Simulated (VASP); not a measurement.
# K4TeBr2 in VASP: a series of runs

The runs below take K4TeBr2 through single point, with PBE.

All numbers are computed with VASP 6.6.1; they aren't measurements. Logs are shortened: lines on timing, memory, paths and dates and some standing lists are left out, and cuts for length are marked.

### Step 1. The cell of the first run

Symmetry: Cmmm, No. 65, orthorhombic system. The conventional cell has a = 6.283 Å, b = 17.162 Å, c = 5.921 Å, α = 90.00°, β = 90.00°, γ = 90.00°. Within 4.4 Å of K (site symmetry m2m) lie 3 Br at 3.27 to 3.44 Å and 2 Te at 3.64 Å and 5 K at 4.24 to 4.33 Å. K (site symmetry m2m) has 2 Br at 3.19 Å and 2 Te at 3.64 Å and 5 K at 3.67 to 4.33 Å within 4.4 Å. Te (site symmetry mmm) has 8 K at 3.64 Å within 4.8 Å. Br (site symmetry m2m) has 5 K at 3.19 to 3.44 Å and 2 Br at 4.04 Å within 4.2 Å.

### Step 2. Single point, PBE

INCAR reads:

```
ALGO = Normal
EDIFF = 1E-6
ENCUT = 520
GGA = PE
ISIF = 2
ISMEAR = 0
LASPH = True
LCHARG = True
LELF = True
LREAL = False
LVHAR = True
LWAVE = False
NBANDS = 37
NELM = 80
PREC = Accurate
SIGMA = 0.1
```

KPOINTS reads:

```
k-points
0
Gamma
  2 2 2
```

POSCAR reads:

```
K4TeBr2
1.0
    0.0000000000      0.0000000000      5.9210655059
   -6.2830905082      0.0000000000      0.0000000000
    3.1415452541     -8.5812403817      0.0000000000
K Te Br
4 1 2
Direct
    0.5000000000      0.8765189542      0.7530379084
    0.5000000000      0.1234810458      0.2469620916
    0.0000000000      0.6069571284      0.2139142569
    0.0000000000      0.3930428716      0.7860857431
    1.0000000000      0.0000000000      0.0000000000
    0.5000000000      0.6758565359      0.3517130718
    0.5000000000      0.3241434641      0.6482869282
```

Potentials or basis: VASP PAW PBE potentials, release 64 (K_sv, Te, Br).

Run with:

```bash
> cat potpaw_PBE.64/K_sv/POTCAR potpaw_PBE.64/Te/POTCAR potpaw_PBE.64/Br/POTCAR > POTCAR
> mpirun -np 1 vasp_std > vasp.out
```

OUTCAR:

```text
EDIFF = 1E-6
   ENCUT = 520
   GGA = PE
   ISIF = 2
   ISMEAR = 0
   LASPH = True
   LREAL = False
   NELM = 80
   PREC = Accurate

 ion  position               nearest neighbor table
   1  0.500  0.877  0.753-   7 3.27   7 3.27   5 3.64   5 3.64
   2  0.500  0.123  0.247-   6 3.27   6 3.27   5 3.64   5 3.64
   3  0.000  0.607  0.214-   6 3.19   6 3.19   5 3.64   5 3.64   4 3.67
   4  0.000  0.393  0.786-   7 3.19   7 3.19   5 3.64   5 3.64   3 3.67
   5  0.000  0.000  0.000-   3 3.64   4 3.64   4 3.64   3 3.64   2 3.64   1 3.64   1 3.64   2 3.64

   6  0.500  0.676  0.352-   3 3.19   3 3.19   2 3.27   2 3.27
   7  0.500  0.324  0.648-   4 3.19   4 3.19   1 3.27   1 3.27

  LATTYP: Found a base centered orthorhombic cell.
 ALAT       =     6.2830905082
 B/A-ratio  =     2.7315348619
 C/A-ratio  =     0.9423810620

  Lattice vectors:

 A1 = (  -3.1415452541,   8.5812403817,   0.0000000000)
 A2 = (  -3.1415452541,  -8.5812403817,   0.0000000000)
 A3 = (   0.0000000000,   0.0000000000,   5.9210655059)

Analysis of symmetry for initial positions (statically):
=====================================================================
 Subroutine PRICEL returns:
 Original cell was already a primitive cell.

 Routine SETGRP: Setting up the symmetry group for a
 base centered orthorhombic supercell.

 Subroutine GETGRP returns: Found  8 space group operations
 (whereof  8 operations were pure point group operations)
 out of a pool of  8 trial point group operations.

The static configuration has the point symmetry D_2h.

Analysis of symmetry for dynamics (positions and initial velocities):
=====================================================================
 Subroutine PRICEL returns:
 Original cell was already a primitive cell.

 Routine SETGRP: Setting up the symmetry group for a
 base centered orthorhombic supercell.

 Subroutine GETGRP returns: Found  8 space group operations
 (whereof  8 operations were pure point group operations)
 out of a pool of  8 trial point group operations.

The dynamic configuration has the point symmetry D_2h.

 Subroutine INISYM returns: Found  8 space group operations
 (whereof  8 operations are pure point group operations),
 and found     1 'primitive' translations

----------------------------------------------------------------------------------------

                                     Primitive cell

  volume of cell :     319.2444

  direct lattice vectors                    reciprocal lattice vectors
     0.000000000  0.000000000  5.921065506     0.000000000  0.000000000  0.168888522
    -6.283090508  0.000000000  0.000000000    -0.159157344 -0.058266635  0.000000000
     3.141545254 -8.581240382  0.000000000     0.000000000 -0.116533270  0.000000000

  length of vectors
     5.921065506  6.283090508  9.138216077     0.168888522  0.169487643  0.116533270

  position of ions in fractional coordinates (direct lattice)
     0.500000000  0.876518954  0.753037908
     0.500000000  0.123481046  0.246962092
     0.000000000  0.606957128  0.213914257
     0.000000000  0.393042872  0.786085743
     0.000000000  0.000000000  0.000000000
     0.500000000  0.675856536  0.351713072
     0.500000000  0.324143464  0.648286928

  ion indices of the primitive-cell ions
   primitive index   ion index
                 1           1
                 2           2
                 3           3
                 4           4
                 5           5
                 6           6
                 7           7

----------------------------------------------------------------------------------------

 KPOINTS: k-points

Automatic generation of k-mesh.
 Grid dimensions read from file:
 generate k-points for:    2    2    2

 Generating k-lattice:

  Cartesian coordinates                     Fractional coordinates (reciprocal lattice)
     0.000000000  0.000000000  0.084444261     0.500000000  0.000000000  0.000000000
    -0.079578672 -0.029133317  0.000000000     0.000000000  0.500000000 -0.000000000
     0.000000000 -0.058266635  0.000000000     0.000000000  0.000000000  0.500000000

  Length of vectors
     0.084444261  0.084743821  0.058266635

  Shift w.r.t. Gamma in fractional coordinates (k-lattice)
     0.000000000  0.000000000  0.000000000

 Subroutine IBZKPT returns following result:
 ===========================================

 Found      6 irreducible k-points:

 Following reciprocal coordinates:
            Coordinates               Weight
  0.000000  0.000000  0.000000      1.000000
  0.500000  0.000000  0.000000      1.000000
  0.000000  0.500000  0.000000      2.000000
  0.500000  0.500000  0.000000      2.000000
  0.000000  0.000000  0.500000      1.000000
  0.500000  0.000000  0.500000      1.000000
   k-points           NKPTS =      6   k-points in BZ     NKDIM =      6   number of bands    NBANDS=     37
   number of dos      NEDOS =    301   number of ions     NIONS =      7
   total plane-waves  NPLWV = 161280
   dimension x,y,z NGX =    48 NGY =   48 NGZ =   70
   dimension x,y,z NGXF=    96 NGYF=   96 NGZF=  140
   ions per type =               4   1   2
   NGX,Y,Z   is equivalent  to a cutoff of  13.48, 12.70, 12.73 a.u.
   NGXF,Y,Z  is equivalent  to a cutoff of  26.95, 25.40, 25.47 a.u.
 SYSTEM =  unknown system
   PREC   = accura    normal or accurate (medium, high low for compatibility)
   ISTART =      0    job   : 0-new  1-cont  2-samecut
   ICHARG =      2    charge: 1-file 2-atom 10-const
   ISPIN  =      1    spin polarized calculation?
   LNONCOLLINEAR =      F non collinear calculations
   LSORBIT =      F    spin-orbit coupling
   LASPH  =      T    aspherical Exc in radial PAW
   ENCUT  =  520.0 eV  38.22 Ry    6.18 a.u.  11.01 11.68 16.99*2*pi/ulx,y,z
   NELM   =     80;   NELMIN=  2; NELMDL= -5     # of ELM steps
   EDIFF  = 0.1E-05   stopping-criterion for ELM
   LREAL  =      F    real-space projection
   EDIFFG = 0.1E-04   stopping-criterion for IOM
   NSW    =      0    number of steps for IOM
   IBRION =     -1    ionic relax: 0-MD 1-quasi-New 2-CG
   NFREE  =      0    steps in history (QN), initial steepest desc. (CG)
   ISIF   =      2    stress and relaxation
   ISYM   =      2    0-nonsym 1-usesym 2-fastsym
   POTIM  = 0.5000    time-step for ionic-motion
   TEBEG  =    0.0;   TEEND  =   0.0 temperature during run
   PSTRESS=    0.0 pullay stress
   NELECT =      56.0000    total number of electrons
   NUPDOWN=      -1.0000    fix difference up-down
   EMIN   =  10.00;   EMAX   =-10.00  energy-range for DOS
   EFERMI =   0.00;   METHOD = LEGACY
   ISMEAR =     0;   SIGMA  =   0.10  broadening in eV -4-tet -1-fermi 0-gaus
   EFERMI_NEDOS =   21; number of points for ismear=-14 and -15
   IALGO  =     38    algorithm
   IMIX   =      4    mixing-type and parameters
     AMIX     =   0.40;   BMIX     =  1.00
     AMIX_MAG =   1.60;   BMIX_MAG =  1.00
  volume/ion in A,a.u.               =      45.61       307.77
  Fermi-wavevector in a.u.,A,eV,Ry     =   0.916424  1.731790 11.426619  0.839833
  Thomas-Fermi vector in A             =   2.041278
   LORBIT       =      0    0 simple, 1 ext, 2 COOP (PROOUT), +10 PAW based schemes
   GGA     = PE    functional components
   LHFCALC =     F    Hartree Fock is set to
   AEXX    =    0.0000 exact exchange contribution
   IVDW    =     0    specifies the selected vdW correction
   LEPSILON=     F    determine dielectric tensor
   LRPA    =     F    only Hartree local field effects (RPA)
 non-spin polarized calculation
 Gauss-broadening in eV      SIGMA  =   0.10
  energy-cutoff  :      520.00
  volume of cell :      319.24
 maximum number of plane-waves:      8620
 NGX is ok and might be reduce to    48
   NGX = 23   NGY = 23   NGZ = 33

 number of electron      55.9999998 magnetization

 Free energy of the ion-electron system (eV)
  ---------------------------------------------------
  ext. energy  EPLUGINS =         0.00000000
  ---------------------------------------------------
  free energy    TOTEN  =       -20.27495426 eV

  energy without entropy =      -20.27495426  energy(sigma->0) =      -20.27495426

 E-fermi :   0.0542     XC(G=0):  -6.5375

 val. band max:       -0.4032404408   @ k =   0.0000   0.5000   0.0000
 cond. band min:       1.6496681404   @ k =   0.0000   0.0000   0.0000
 fundamental gap:      2.0529085812
 Fermi energy:         0.0541954364

 k-point     1 :       0.0000    0.0000    0.0000
  band No.  band energies     occupation
      1     -30.4427      2.00000
      2     -30.4281      2.00000
      3     -30.1070      2.00000
      4     -30.1041      2.00000
      5     -14.5496      2.00000
      6     -14.3909      2.00000
[... 29 lines left out ...]
     36       5.5358      0.00000
     37       5.6144      0.00000

 k-point     2 :       0.5000    0.0000    0.0000
  band No.  band energies     occupation
      1     -30.4425      2.00000
      2     -30.4278      2.00000
      3     -30.1070      2.00000
      4     -30.1041      2.00000
      5     -14.6809      2.00000
      6     -14.5655      2.00000
[... 29 lines left out ...]
     36       5.1566      0.00000
     37       5.2827      0.00000

 k-point     3 :       0.0000    0.5000    0.0000
  band No.  band energies     occupation
      1     -30.4426      2.00000
      2     -30.4280      2.00000
      3     -30.1068      2.00000
      4     -30.1042      2.00000
      5     -14.5702      2.00000
      6     -14.5604      2.00000
[... 29 lines left out ...]
     36       5.1763      0.00000
     37       5.5242      0.00000

 k-point     4 :       0.5000    0.5000    0.0000
  band No.  band energies     occupation
      1     -30.4424      2.00000
      2     -30.4278      2.00000
      3     -30.1068      2.00000
      4     -30.1042      2.00000
      5     -14.7032      2.00000
      6     -14.6977      2.00000
[... 29 lines left out ...]
     36       5.5475      0.00000
     37       5.6346      0.00000

 k-point     5 :       0.0000    0.0000    0.5000
  band No.  band energies     occupation
      1     -30.4427      2.00000
      2     -30.4281      2.00000
      3     -30.1067      2.00000
      4     -30.1045      2.00000
      5     -14.5357      2.00000
      6     -14.4118      2.00000
[... 29 lines left out ...]
     36       5.5305      0.00000
     37       5.6528      0.00000

 k-point     6 :       0.5000    0.0000    0.5000
  band No.  band energies     occupation
      1     -30.4425      2.00000
      2     -30.4279      2.00000
      3     -30.1067      2.00000
      4     -30.1045      2.00000
      5     -14.6753      2.00000
      6     -14.5722      2.00000
[... 29 lines left out ...]
     36       4.9956      0.00000
     37       5.6286      0.00000

------------------------ aborting loop because EDIFF is reached ----------------------------------------

  FORCE on cell =-STRESS in cart. coord.  units (eV):
  Direction    XX          YY          ZZ          XY          YZ          ZX
  --------------------------------------------------------------------------------------
  -------------------------------------------------------------------------------------
  Total        0.0757389     -0.0690530      0.1492960     -0.0000000      0.0000000      0.0000000
  in kB        0.3801073     -0.3465534      0.7492649     -0.0000000      0.0000000      0.0000000
  external PRESSURE =       0.2609396 kB  Pullay stress =       0.0000000 kB

 VOLUME and BASIS-vectors are now :
 -----------------------------------------------------------------------------
  energy-cutoff  :      520.00
  volume of cell :      319.24
      direct lattice vectors                 reciprocal lattice vectors
     0.000000000  0.000000000  5.921065506     0.000000000  0.000000000  0.168888522
    -6.283090508  0.000000000  0.000000000    -0.159157344 -0.058266635  0.000000000
     3.141545254 -8.581240382  0.000000000     0.000000000 -0.116533270  0.000000000

 POSITION                                       TOTAL-FORCE (eV/Angst)
 -----------------------------------------------------------------------------------
     -3.14155     -6.46200      2.96053         0.000000     -0.007526      0.000000
      0.00000     -2.11924      2.96053        -0.000000      0.007526      0.000000
     -3.14155     -1.83565      0.00000        -0.000000      0.005049      0.000000
     -0.00000     -6.74559      0.00000         0.000000     -0.005049      0.000000
      0.00000      0.00000      0.00000        -0.000000     -0.000000      0.000000
     -3.14155     -3.01813      2.96053         0.000000     -0.001328      0.000000
      0.00000     -5.56311      2.96053        -0.000000      0.001328      0.000000
 -----------------------------------------------------------------------------------
    total drift:                                0.000000     -0.000000      0.000000

  FREE ENERGIE OF THE ION-ELECTRON SYSTEM (eV)
  ---------------------------------------------------
  free  energy   TOTEN  =       -20.2749542646 eV

  energy  without entropy=      -20.2749542646  energy(sigma->0) =      -20.27495426
```

Wall time 3.4 min (1 thread of Intel Xeon 8259CL, shared host); peak memory 0.42 GiB.

Results:

```
Free energy            : -20.2750 eV
Pressure               : 0.0 GPa
Largest force          : 0.008 eV/Å
Band gap on the k mesh : 2.05 eV (least direct gap 2.06 eV)
```

Forces in eV/Å, atoms in the order of the input:
```
K    0.000 -0.008  0.000
K    0.000  0.008  0.000
K    0.000  0.005  0.000
K    0.000 -0.005  0.000
Te   0.000  0.000  0.000
Br   0.000 -0.001  0.000
Br   0.000  0.001  0.000
```

Caveat: the k points lie up to 0.53 Å⁻¹ apart; spin-orbit coupling is left out, which moves the levels of the heavy elements.

### Step 3. Single point, PBE

This run uses another cell than the first one, of 44.92 Å³/atom.

INCAR reads:

```
PREC = Accurate ; ENCUT = 520
EDIFF = 1E-6 ; ISMEAR = 0
SIGMA = 0.15 ; LREAL = F
LASPH = T ; NELM = 100
ALGO = Normal ; ISIF = 2
LWAVE = F ; LCHARG = F
GGA = PE ; NBANDS = 37
```

KPOINTS reads:

```
regular mesh
0
Gamma
  3 3 3
```

POSCAR reads:

```
K4TeBr2
1.0
    3.0961531289     -8.6132490431      0.0000000000
    3.0961531289      8.6132490431      0.0000000000
    0.0000000000      0.0000000000      5.8951230661
K Te Br
4 1 2
Direct
    0.8770821570      0.1229178430      0.5000000000
    0.1229178430      0.8770821570      0.5000000000
    0.6077633279      0.3922366721      0.0000000000
    0.3922366721      0.6077633279      0.0000000000
    0.0000000000      0.0000000000      0.0000000000
    0.6767994482      0.3232005518      0.5000000000
    0.3232005518      0.6767994482      0.5000000000
```

Potentials or basis: VASP PAW PBE potentials, release 64 (K_sv, Te, Br).

Run with:

```bash
> cat potpaw_PBE.64/K_sv/POTCAR potpaw_PBE.64/Te/POTCAR potpaw_PBE.64/Br/POTCAR > POTCAR
> mpirun -np 1 vasp_std > vasp.out
```

Run time: 5.6 min. Hardware: 1 thread of Intel Xeon 8259CL, shared host; peak memory 0.56 GiB.

The run converged. Its results:

* Free energy: -20.3023 eV
* Pressure: 0.2 GPa
* Largest force: 0.021 eV/Å
* Band gap on the k mesh: 2.11 eV (least direct gap 2.12 eV)

Forces on the atoms (eV/Å):
```
K    0.000 -0.009  0.000
K    0.000  0.009  0.000
K    0.000  0.021  0.000
K    0.000 -0.021  0.000
Te   0.000  0.000  0.000
Br   0.000 -0.011  0.000
Br   0.000  0.011  0.000
```

Stress tensor (GPa, compression positive):
```
0.42 0.00 0.00
0.00 0.05 0.00
0.00 0.00 0.20
```

Levels at points of the mesh, in eV from the valence-band top:
```tsv
k point	band 25	band 26	band 27	band 28	band 29	band 30	band 31	band 32
(0.00, 0.00, 0.00)	-1.76	-0.38	-0.16	-0.01	2.11	3.69	4.70	4.92
```

Caveat: spin-orbit coupling is left out, which moves the levels of the heavy elements.

(Part 1 of 2 ends here.)
